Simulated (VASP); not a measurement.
# HfSiO4 (I4_1/amd) in VASP: a series of runs

HfSiO4 is run at these levels: r2SCAN; tasks: single point.

Program: VASP 6.6.1. These are calculated values, not measurements. Logs are shortened: lines on timing, memory, paths and dates and some standing lists are left out, and cuts for length are marked.

### Step 1. The cell of the first run

Symmetry: I4_1/amd, No. 141, tetragonal system. Conventional cell: a = 6.516 Å, b = 6.516 Å, c = 5.912 Å, α = 90.00°, β = 90.00°, γ = 90.00°. Within 2.8 Å of Hf (site symmetry -4m2) lie 8 O at 2.09 to 2.25 Å. Si (site symmetry -4m2) has 4 O at 1.61 Å within 2.1 Å. O (site symmetry m) has 1 Si at 1.61 Å and 1 Hf at 2.09 Å within 2.1 Å.

### Step 2. Single point, r2SCAN (strain -1.0%)

File POSCAR:

```
HfSiO4
1.0
   -3.2579149212      3.2579149212      2.9559112561
    3.2579149212     -3.2579149212      2.9559112561
    3.2579149212      3.2579149212     -2.9559112561
Hf Si O
2 2 8
Direct
    0.0000000000      0.0000000000      0.0000000000
    0.7500000000      0.2500000000      0.5000000000
    0.2500000000      0.7500000000      0.5000000000
    0.5000000000      0.5000000000      0.0000000000
    0.1344881904      0.3200709985      0.8144171919
    0.0700709985      0.7556538066      0.6855828081
    0.0700709985      0.3844881904      0.3144171919
    0.5056538066      0.3200709985      0.1855828081
    0.6799290015      0.4943461934      0.8144171919
    0.6155118096      0.9299290015      0.6855828081
    0.2443461934      0.9299290015      0.3144171919
    0.6799290015      0.8655118096      0.1855828081
```

File INCAR.step1:

```
  PREC = Accurate
  ENCUT = 520
  ISMEAR = 0
  SIGMA = 0.01
  LREAL = False
  LASPH = True
  NELM = 80
  NBANDS = 50
  GGA = PE
  ALGO = Normal
  EDIFF = 1E-4
  LWAVE = True
  LCHARG = False
```

File INCAR.step2:

```
  PREC = Accurate
  ENCUT = 520
  EDIFF = 1E-6
  ISMEAR = 0
  SIGMA = 0.01
  LREAL = False
  LASPH = True
  NELM = 80
  ALGO = Normal
  ISIF = 2
  LWAVE = False
  LCHARG = True
  METAGGA = R2SCAN
  LMIXTAU = True
  LELF = True
  LVHAR = True
  NBANDS = 50
  ISTART = 1
```

File KPOINTS:

```
Automatic mesh
0
Gamma
  6 6 6
```

Potentials or basis: VASP PAW PBE potentials, release 64 (Hf_pv, Si, O).

The run is started by

```bash
> cat potpaw_PBE.64/Hf_pv/POTCAR potpaw_PBE.64/Si/POTCAR potpaw_PBE.64/O/POTCAR > POTCAR
> cp INCAR.step1 INCAR
> mpirun -np 1 vasp_std > vasp.out
> cp INCAR.step2 INCAR
> mpirun -np 1 vasp_std > vasp.out
```

OUTCAR:

```text
PREC = Accurate
   ENCUT = 520
   EDIFF = 1E-6
   ISMEAR = 0
   LREAL = False
   LASPH = True
   NELM = 80
   ISIF = 2
   METAGGA = R2SCAN
   ISTART = 1

 ion  position               nearest neighbor table
   1  0.000  0.000  0.000-   6 2.09   7 2.09  10 2.09  11 2.09   8 2.25   5 2.25  12 2.25   9 2.25
                             4 2.96   4 2.96   2 3.58   2 3.58   2 3.58   2 3.58
   2  0.750  0.250  0.500-   5 2.09   8 2.09   9 2.09  12 2.09   7 2.25  10 2.25   6 2.25  11 2.25
                             3 2.96   3 2.96   1 3.58   1 3.58   1 3.58   1 3.58
   3  0.250  0.750  0.500-   6 1.61   7 1.61  10 1.61  11 1.61   2 2.96   2 2.96
   4  0.500  0.500  0.000-   5 1.61   8 1.61   9 1.61  12 1.61   1 2.96   1 2.96
   5  0.134  0.320  0.814-   4 1.61   2 2.09   1 2.25
   6  0.070  0.756  0.686-   3 1.61   1 2.09   2 2.25
   7  0.070  0.384  0.314-   3 1.61   1 2.09   2 2.25
   8  0.506  0.320  0.186-   4 1.61   2 2.09   1 2.25
   9  0.680  0.494  0.814-   4 1.61   2 2.09   1 2.25
  10  0.616  0.930  0.686-   3 1.61   1 2.09   2 2.25
  11  0.244  0.930  0.314-   3 1.61   1 2.09   2 2.25
  12  0.680  0.866  0.186-   4 1.61   2 2.09   1 2.25

  LATTYP: Found a body centered tetragonal cell.
 ALAT       =     6.5158298424
 C/A-ratio  =     0.9073015495

  Lattice vectors:

 A1 = (  -3.2579149212,   3.2579149212,   2.9559112561)
 A2 = (   3.2579149212,  -3.2579149212,   2.9559112561)
 A3 = (   3.2579149212,   3.2579149212,  -2.9559112561)

Analysis of symmetry for initial positions (statically):
=====================================================================
 Subroutine PRICEL returns:
 Original cell was already a primitive cell.

 Routine SETGRP: Setting up the symmetry group for a
 body centered tetragonal supercell.

 Subroutine GETGRP returns: Found 16 space group operations
 (whereof  8 operations were pure point group operations)
 out of a pool of 16 trial point group operations.

The static configuration has the point symmetry D_2d.
 The point group associated with its full space group is D_4h.

Analysis of symmetry for dynamics (positions and initial velocities):
=====================================================================
 Subroutine PRICEL returns:
 Original cell was already a primitive cell.

 Routine SETGRP: Setting up the symmetry group for a
 body centered tetragonal supercell.

 Subroutine GETGRP returns: Found 16 space group operations
[... 134 lines left out ...]
   PSTRESS=    0.0 pullay stress
   NELECT =      76.0000    total number of electrons
   NUPDOWN=      -1.0000    fix difference up-down
   EMIN   =  10.00;   EMAX   =-10.00  energy-range for DOS
   EFERMI =   0.00;   METHOD = LEGACY
   ISMEAR =     0;   SIGMA  =   0.01  broadening in eV -4-tet -1-fermi 0-gaus
   EFERMI_NEDOS =   21; number of points for ismear=-14 and -15
   IALGO  =     38    algorithm
   IMIX   =      4    mixing-type and parameters
     AMIX     =   0.40;   BMIX     =  1.00
     AMIX_MAG =   1.60;   BMIX_MAG =  1.00
  volume/ion in A,a.u.               =      10.46        70.57
  Fermi-wavevector in a.u.,A,eV,Ry     =   1.385062  2.617387 26.101356  1.918396
  Thomas-Fermi vector in A             =   2.509507
   LORBIT       =      0    0 simple, 1 ext, 2 COOP (PROOUT), +10 PAW based schemes
   METAGGA = R2SCAN    functional components
   LHFCALC =     F    Hartree Fock is set to
   AEXX    =    0.0000 exact exchange contribution
   IVDW    =     0    specifies the selected vdW correction
   LEPSILON=     F    determine dielectric tensor
   LRPA    =     F    only Hartree local field effects (RPA)
 non-spin polarized calculation
 Gauss-broadening in eV      SIGMA  =   0.01
  energy-cutoff  :      520.00
  volume of cell :      125.50
 maximum number of plane-waves:      3396
 NGX is ok and might be reduce to    42
   NGX = 21   NGY = 21   NGZ = 21

 number of electron      75.9999983 magnetization

 Free energy of the ion-electron system (eV)
  ---------------------------------------------------
  ext. energy  EPLUGINS =         0.00000000
  ---------------------------------------------------
  free energy    TOTEN  =      -197.59545620 eV

  energy without entropy =     -197.59545620  energy(sigma->0) =     -197.59545620

 E-fermi :   3.2424     XC(G=0): -11.8718

 val. band max:        3.1040332219   @ k =   0.0000   0.0000   0.0000
 cond. band min:       9.2352100564   @ k =   0.3333   0.3333   0.1667
 fundamental gap:      6.1311768345
 Fermi energy:         3.2424461080

 k-point     1 :       0.0000    0.0000    0.0000
  band No.  band energies     occupation
      1     -27.0226      2.00000
      2     -27.0226      2.00000
      3     -26.9486      2.00000
      4     -26.9253      2.00000
      5     -26.8123      2.00000
      6     -26.8123      2.00000
[... 1261 lines left out ...]
     49      12.9448      0.00000
     50      13.7609      0.00000

 [... further k-points ...]

------------------------ aborting loop because EDIFF is reached ----------------------------------------

  FORCE on cell =-STRESS in cart. coord.  units (eV):
  Direction    XX          YY          ZZ          XY          YZ          ZX
  --------------------------------------------------------------------------------------
  -------------------------------------------------------------------------------------
  Total        4.0406845      4.0406845      5.6126012      0.0000000     -0.0000000      0.0000000
  in kB       51.5863340     51.5863340     71.6545717      0.0000000     -0.0000000      0.0000000
  external PRESSURE =      58.2757466 kB  Pullay stress =       0.0000000 kB

 VOLUME and BASIS-vectors are now :
 -----------------------------------------------------------------------------
  energy-cutoff  :      520.00
  volume of cell :      125.50
      direct lattice vectors                 reciprocal lattice vectors
    -3.257914921  3.257914921  2.955911256     0.000000000  0.153472393  0.169152575
     3.257914921 -3.257914921  2.955911256     0.153472393  0.000000000  0.169152575
     3.257914921  3.257914921 -2.955911256     0.153472393  0.153472393  0.000000000

 POSITION                                       TOTAL-FORCE (eV/Angst)
 -----------------------------------------------------------------------------------
      0.00000      0.00000      0.00000        -0.000000      0.000000     -0.000000
     -0.00000      3.25791      1.47796        -0.000000      0.000000     -0.000000
      3.25791     -0.00000      1.47796        -0.000000      0.000000     -0.000000
      0.00000      0.00000      2.95591        -0.000000      0.000000     -0.000000
      3.25791      2.04869     -1.06371        -0.000000     -0.163117     -0.160015
      4.46714      0.00000      0.41425         0.163117      0.000000     -0.160015
      2.04869      0.00000      0.41425        -0.163117     -0.000000     -0.160015
      0.00000      1.20923      1.89220        -0.000000      0.163117     -0.160015
      2.04869      3.25791      1.06371        -0.163117      0.000000      0.160015
      3.25791      1.20923      2.54166         0.000000      0.163117      0.160015
      3.25791     -1.20923      2.54166        -0.000000     -0.163117      0.160015
      1.20923      0.00000      4.01962         0.163117      0.000000      0.160015
 -----------------------------------------------------------------------------------
    total drift:                               -0.000000     -0.000000      0.000000

  FREE ENERGIE OF THE ION-ELECTRON SYSTEM (eV)
  ---------------------------------------------------
  free  energy   TOTEN  =      -197.5954561969 eV

  energy  without entropy=     -197.5954561969  energy(sigma->0) =     -197.59545620
```

OSZICAR.step1:

```text
N       E                     dE             d eps       ncg     rms          rms(c)
DAV:   1     0.469010407654E+03    0.46901E+03   -0.42603E+04  3000   0.149E+03
DAV:   2    -0.957951120608E+02   -0.56481E+03   -0.54876E+03  3602   0.372E+02
DAV:   3    -0.125042722798E+03   -0.29248E+02   -0.29110E+02  3640   0.819E+01
DAV:   4    -0.125400554206E+03   -0.35783E+00   -0.35736E+00  3888   0.995E+00
DAV:   5    -0.125404977271E+03   -0.44231E-02   -0.44214E-02  3704   0.103E+00    0.767E+01
DAV:   6    -0.108460724972E+03    0.16944E+02   -0.66257E+01  3384   0.376E+01    0.616E+01
DAV:   7    -0.108440073721E+03    0.20651E-01   -0.33462E+00  3812   0.836E+00    0.415E+01
DAV:   8    -0.108468583515E+03   -0.28510E-01   -0.54728E-01  3688   0.426E+00    0.118E+01
DAV:   9    -0.108424113946E+03    0.44470E-01   -0.19984E-01  3472   0.223E+00    0.264E+00
DAV:  10    -0.108424487377E+03   -0.37343E-03   -0.89809E-03  3776   0.522E-01    0.273E-01
DAV:  11    -0.108424453940E+03    0.33437E-04   -0.75682E-04  3616   0.139E-01
   1 F= -.10842445E+03 E0= -.10842445E+03  d E =-.664496E-74
```

Run time: 8.1 min. Hardware: 1 thread of AMD EPYC 9R45 (Zen 5), shared host; peak memory 0.35 GiB.

What came out:

* Free energy: -197.5955 eV
* Pressure: 5.8 GPa
* Largest force: 0.228 eV/Å
* Band gap on the k mesh: 6.13 eV, indirect (least direct gap 6.52 eV)

Forces on the atoms (eV/Å):
```
Hf   0.000  0.000  0.000
Hf   0.000  0.000  0.000
Si   0.000  0.000  0.000
Si   0.000  0.000  0.000
O    0.000 -0.163 -0.160
O    0.163  0.000 -0.160
O   -0.163  0.000 -0.160
O    0.000  0.163 -0.160
O   -0.163  0.000  0.160
O    0.000  0.163  0.160
O    0.000 -0.163  0.160
O    0.163  0.000  0.160
```

Levels at points of the mesh, in eV from the valence-band top:
```csv
k point,band 36,band 37,band 38,band 39,band 40,band 41
"(0.00, 0.00, 0.00)",-0.60,-0.60,0.00,6.53,6.80,6.99
"(0.50, 0.00, 0.00)",-0.89,-0.29,-0.18,6.41,6.56,7.34
"(0.50, 0.50, 0.00)",-0.98,-0.64,-0.64,6.14,6.14,7.29
"(0.50, 0.50, 0.50)",-1.16,-0.90,-0.90,7.02,7.02,7.46
```

Caveat: the cell differs from its parent crystal (strain -1.0%); the PAW data sets were made with another functional, which shifts forces and pressure a little; spin-orbit coupling is left out, which moves the levels of the heavy elements. A k mesh can miss the band edges.

(Part 1 of 2 ends here.)
